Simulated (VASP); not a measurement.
# WC (Fm-3m) in VASP: further runs, part 3 of 3

VASP 6.6.1. Earlier steps stand in the parts before.

**5. Single point, LDA**

This run uses another cell than the first one, of 10.54 Å³/atom, 1.064 times its volume.

Input file INCAR:

```
PREC     = Accurate       # precision mode
ENCUT    = 520            # plane-wave cutoff, eV
EDIFF    = 1E-6           # SCF threshold, eV
ISMEAR   = 1              # smearing method
SIGMA    = 0.1            # smearing width, eV
LREAL    = F              # projectors in reciprocal space
LASPH    = T              # aspherical terms in the spheres
NELM     = 80             # most SCF steps
ALGO     = Normal         # electronic algorithm
ISIF     = 2              # what is computed and relaxed
LWAVE    = F              # write WAVECAR
LCHARG   = F              # write CHGCAR
GGA      = CA             # functional
NBANDS   = 16             # bands
```

Input file KPOINTS:

```
regular mesh
0
Gamma
  11 11 11
```

Input file POSCAR:

```
WC
1.0
    0.0000000000      2.1926800000      2.1926800000
    2.1926800000      0.0000000000      2.1926800000
    2.1926800000      2.1926800000      0.0000000000
W C
1 1
Direct
    0.0000000000      0.0000000000      0.0000000000
    0.5000000000      0.5000000000      0.5000000000
```

Potentials or basis: VASP PAW LDA potentials, release 64 (W_sv, C).

The run is started by

```sh
$ cat potpaw_LDA.64/W_sv/POTCAR potpaw_LDA.64/C/POTCAR > POTCAR
$ mpirun -np 1 vasp_std > vasp.out
```

OUTCAR:

```text
PREC = Accurate
   ENCUT = 520
   EDIFF = 1E-6
   ISMEAR = 1
   LREAL = F
   LASPH = T
   NELM = 80
   ISIF = 2
   GGA = CA

 ion  position               nearest neighbor table
   1  0.000  0.000  0.000-   2 2.19   2 2.19   2 2.19   2 2.19   2 2.19   2 2.19
   2  0.500  0.500  0.500-   1 2.19   1 2.19   1 2.19   1 2.19   1 2.19   1 2.19

  LATTYP: Found a face centered cubic cell.
 ALAT       =     4.3853600000

  Lattice vectors:

 A1 = (   0.0000000000,   2.1926800000,   2.1926800000)
 A2 = (   2.1926800000,   0.0000000000,   2.1926800000)
 A3 = (   2.1926800000,   2.1926800000,   0.0000000000)

Analysis of symmetry for initial positions (statically):
=====================================================================
 Subroutine PRICEL returns:
 Original cell was already a primitive cell.

 Routine SETGRP: Setting up the symmetry group for a
 face centered cubic supercell.

 Subroutine GETGRP returns: Found 48 space group operations
[... 9 lines left out ...]

 Routine SETGRP: Setting up the symmetry group for a
 face centered cubic supercell.

 Subroutine GETGRP returns: Found 48 space group operations
[... 11 lines left out ...]
                                     Primitive cell

  volume of cell :      21.0841

  direct lattice vectors                    reciprocal lattice vectors
     0.000000000  2.192680000  2.192680000    -0.228031450  0.228031450  0.228031450
     2.192680000  0.000000000  2.192680000     0.228031450 -0.228031450  0.228031450
     2.192680000  2.192680000  0.000000000     0.228031450  0.228031450 -0.228031450

  length of vectors
     3.100917794  3.100917794  3.100917794     0.394962057  0.394962057  0.394962057

  position of ions in fractional coordinates (direct lattice)
     0.000000000  0.000000000  0.000000000
     0.500000000  0.500000000  0.500000000

  ion indices of the primitive-cell ions
   primitive index   ion index
                 1           1
                 2           2

----------------------------------------------------------------------------------------

 KPOINTS: regular mesh

Automatic generation of k-mesh.
 Grid dimensions read from file:
 generate k-points for:   11   11   11

 Generating k-lattice:

  Cartesian coordinates                     Fractional coordinates (reciprocal lattice)
    -0.020730132  0.020730132  0.020730132     0.090909091  0.000000000  0.000000000
     0.020730132 -0.020730132  0.020730132     0.000000000  0.090909091  0.000000000
     0.020730132  0.020730132 -0.020730132     0.000000000  0.000000000  0.090909091

  Length of vectors
     0.035905642  0.035905642  0.035905642

  Shift w.r.t. Gamma in fractional coordinates (k-lattice)
     0.000000000  0.000000000  0.000000000

 Subroutine IBZKPT returns following result:
 ===========================================

 Found     56 irreducible k-points:

 Following reciprocal coordinates:
            Coordinates               Weight
  0.000000  0.000000  0.000000      1.000000
  0.090909  0.000000  0.000000      8.000000
  0.181818  0.000000  0.000000      8.000000
  0.272727  0.000000  0.000000      8.000000
  0.363636  0.000000  0.000000      8.000000
  0.454545  0.000000  0.000000      8.000000
[... 16 lines left out ...]
 -0.272727  0.181818  0.000000     24.000000
 -0.181818  0.181818  0.000000     12.000000
 [... further k-points ...]
   k-points           NKPTS =     56   k-points in BZ     NKDIM =     56   number of bands    NBANDS=     16
   number of dos      NEDOS =    301   number of ions     NIONS =      2
   total plane-waves  NPLWV =  13824
   dimension x,y,z NGX =    24 NGY =   24 NGZ =   24
   dimension x,y,z NGXF=    48 NGYF=   48 NGZF=   48
   ions per type =               1   1
   NGX,Y,Z   is equivalent  to a cutoff of  12.87, 12.87, 12.87 a.u.
   NGXF,Y,Z  is equivalent  to a cutoff of  25.73, 25.73, 25.73 a.u.
 SYSTEM =  unknown system
   PREC   = accura    normal or accurate (medium, high low for compatibility)
   ISTART =      0    job   : 0-new  1-cont  2-samecut
   ICHARG =      2    charge: 1-file 2-atom 10-const
   ISPIN  =      1    spin polarized calculation?
   LNONCOLLINEAR =      F non collinear calculations
   LSORBIT =      F    spin-orbit coupling
   LASPH  =      T    aspherical Exc in radial PAW
   ENCUT  =  520.0 eV  38.22 Ry    6.18 a.u.   5.77  5.77  5.77*2*pi/ulx,y,z
   NELM   =     80;   NELMIN=  2; NELMDL= -5     # of ELM steps
   EDIFF  = 0.1E-05   stopping-criterion for ELM
   LREAL  =      F    real-space projection
   EDIFFG = 0.1E-04   stopping-criterion for IOM
   NSW    =      0    number of steps for IOM
   IBRION =     -1    ionic relax: 0-MD 1-quasi-New 2-CG
   NFREE  =      0    steps in history (QN), initial steepest desc. (CG)
   ISIF   =      2    stress and relaxation
   ISYM   =      2    0-nonsym 1-usesym 2-fastsym
   POTIM  = 0.5000    time-step for ionic-motion
   TEBEG  =    0.0;   TEEND  =   0.0 temperature during run
   PSTRESS=    0.0 pullay stress
   NELECT =      18.0000    total number of electrons
   NUPDOWN=      -1.0000    fix difference up-down
   EMIN   =  10.00;   EMAX   =-10.00  energy-range for DOS
   EFERMI =   0.00;   METHOD = LEGACY
   ISMEAR =     1;   SIGMA  =   0.10  broadening in eV -4-tet -1-fermi 0-gaus
   EFERMI_NEDOS =   21; number of points for ismear=-14 and -15
   IALGO  =     38    algorithm
   IMIX   =      4    mixing-type and parameters
     AMIX     =   0.40;   BMIX     =  1.00
     AMIX_MAG =   1.60;   BMIX_MAG =  1.00
  volume/ion in A,a.u.               =      10.54        71.14
  Fermi-wavevector in a.u.,A,eV,Ry     =   1.553032  2.934805 32.816007  2.411908
  Thomas-Fermi vector in A             =   2.657321
   LORBIT       =      0    0 simple, 1 ext, 2 COOP (PROOUT), +10 PAW based schemes
   GGA     = CA    functional components
   LHFCALC =     F    Hartree Fock is set to
   AEXX    =    0.0000 exact exchange contribution
   IVDW    =     0    specifies the selected vdW correction
   LEPSILON=     F    determine dielectric tensor
   LRPA    =     F    only Hartree local field effects (RPA)
 non-spin polarized calculation
 Methfessel and Paxton  Order N= 1 SIGMA  =   0.10
  energy-cutoff  :      520.00
  volume of cell :       21.08
 maximum number of plane-waves:       578
   NGX = 11   NGY = 11   NGZ = 11

 number of electron      18.0000001 magnetization

 Free energy of the ion-electron system (eV)
  ---------------------------------------------------
  ext. energy  EPLUGINS =         0.00000000
  ---------------------------------------------------
  free energy    TOTEN  =       -23.75993831 eV

  energy without entropy =      -23.76036461  energy(sigma->0) =      -23.76008041

 E-fermi :  12.2787     XC(G=0): -13.8946

 val. band max:       12.2665121318   @ k =  -0.2727   0.4545   0.1818
 cond. band min:      12.2908962927   @ k =   0.4545   0.0909   0.0000
 fundamental gap:      0.0243841609
 Fermi energy:        12.2787010180

 k-point     1 :       0.0000    0.0000    0.0000
  band No.  band energies     occupation
      1     -62.6781      2.00000
      2     -26.9297      2.00000
      3     -26.9297      2.00000
      4     -26.9297      2.00000
      5      -3.3280      2.00000
      6       9.5231      2.00000
[... 8 lines left out ...]
     15      22.0159      0.00000
     16      35.6442      0.00000

 k-point     2 :       0.0909    0.0000    0.0000
  band No.  band energies     occupation
      1     -62.6751      2.00000
      2     -26.9792      2.00000
      3     -26.9350      2.00000
      4     -26.9350      2.00000
      5      -3.0953      2.00000
      6       8.7672      2.00000
[... 8 lines left out ...]
     15      22.5533      0.00000
     16      33.2928      0.00000

 k-point     3 :       0.1818    0.0000    0.0000
  band No.  band energies     occupation
      1     -62.6670      2.00000
      2     -27.1099      2.00000
      3     -26.9493      2.00000
      4     -26.9493      2.00000
      5      -2.4308      2.00000
      6       7.3196      2.00000
[... 8 lines left out ...]
     15      23.8253      0.00000
     16      30.4341      0.00000
[... 362 lines left out ...]
 k-point    23 :      -0.2727    0.1818    0.0000
  band No.  band energies     occupation
      1     -62.6437      2.00000
      2     -27.3563      2.00000
      3     -27.1139      2.00000
      4     -26.9830      2.00000
      5      -0.2512      2.00000
      6       4.3767      2.00000
[... 8 lines left out ...]
     15      24.9650      0.00000
     16      25.4094      0.00000

 k-point    24 :      -0.1818    0.1818    0.0000
  band No.  band energies     occupation
      1     -62.6527      2.00000
      2     -27.2585      2.00000
      3     -27.0649      2.00000
      4     -26.9592      2.00000
      5      -1.1813      2.00000
      6       5.4707      2.00000
[... 8 lines left out ...]
     15      25.1081      0.00000
     16      25.9569      0.00000

 [... further k-points ...]

------------------------ aborting loop because EDIFF is reached ----------------------------------------

  FORCE on cell =-STRESS in cart. coord.  units (eV):
  Direction    XX          YY          ZZ          XY          YZ          ZX
  --------------------------------------------------------------------------------------
  -------------------------------------------------------------------------------------
  Total       -1.8181158     -1.8181158     -1.8181158      0.0000000      0.0000000      0.0000000
  in kB     -138.1580998   -138.1580998   -138.1580998      0.0000000      0.0000000      0.0000000
  external PRESSURE =    -138.1580998 kB  Pullay stress =       0.0000000 kB

 VOLUME and BASIS-vectors are now :
 -----------------------------------------------------------------------------
  energy-cutoff  :      520.00
  volume of cell :       21.08
      direct lattice vectors                 reciprocal lattice vectors
     0.000000000  2.192680000  2.192680000    -0.228031450  0.228031450  0.228031450
     2.192680000  0.000000000  2.192680000     0.228031450 -0.228031450  0.228031450
     2.192680000  2.192680000  0.000000000     0.228031450  0.228031450 -0.228031450

 POSITION                                       TOTAL-FORCE (eV/Angst)
 -----------------------------------------------------------------------------------
      0.00000      0.00000      0.00000        -0.000000      0.000000     -0.000000
      2.19268      2.19268      2.19268         0.000000      0.000000      0.000000
 -----------------------------------------------------------------------------------
    total drift:                                0.000000     -0.000000     -0.000000

  FREE ENERGIE OF THE ION-ELECTRON SYSTEM (eV)
  ---------------------------------------------------
  free  energy   TOTEN  =       -23.7599383105 eV

  energy  without entropy=      -23.7603646110  energy(sigma->0) =      -23.76008041
```

It took 11 s on 1 thread of Intel Xeon 6975P-C, shared host; peak memory 0.14 GiB.

Results:

```yaml
Free_energy: -23.7599 eV
Pressure: -13.8 GPa
Band_gap_on_the_k_mesh: zero (band 9 reaches 13.19 eV, above the bottom of band 10 at 10.14 eV)
```

Levels at points of the mesh, in eV from the Fermi level:
```csv
k point,band 7,band 8,band 9,band 10,band 11,band 12
"(0.00, 0.00, 0.00)",-2.76,-2.76,-1.01,-1.01,-1.01,-0.98
```

Caveat: spin-orbit coupling is left out, which moves the levels of the heavy elements.

**6. Overview**

| cell | gap on the mesh (eV) | pressure (GPa) |
| --- | --- | --- |
| a = 3.038 Å, angles 60.0°, 2 atoms | none | 10.5 |
| a = 3.059 Å, angles 60.0°, 2 atoms | none | 1.5 |
| a = 3.080 Å, angles 60.0°, 2 atoms | none | -6.6 |
| a = 3.101 Å, angles 60.0°, 2 atoms | none | -13.8 |

Alike in all rows: task single point; level LDA; potentials or basis VASP PAW LDA potentials, release 64 (W_sv, C); no spin polarisation; k mesh 11 × 11 × 11; cutoff (eV) 520; smearing methfessel-paxton 0.1 eV.

Caveats: spin-orbit coupling is left out, which moves the levels of the heavy elements.

Total energies depend on the potentials used, so only differences within one code and one set of settings carry meaning.
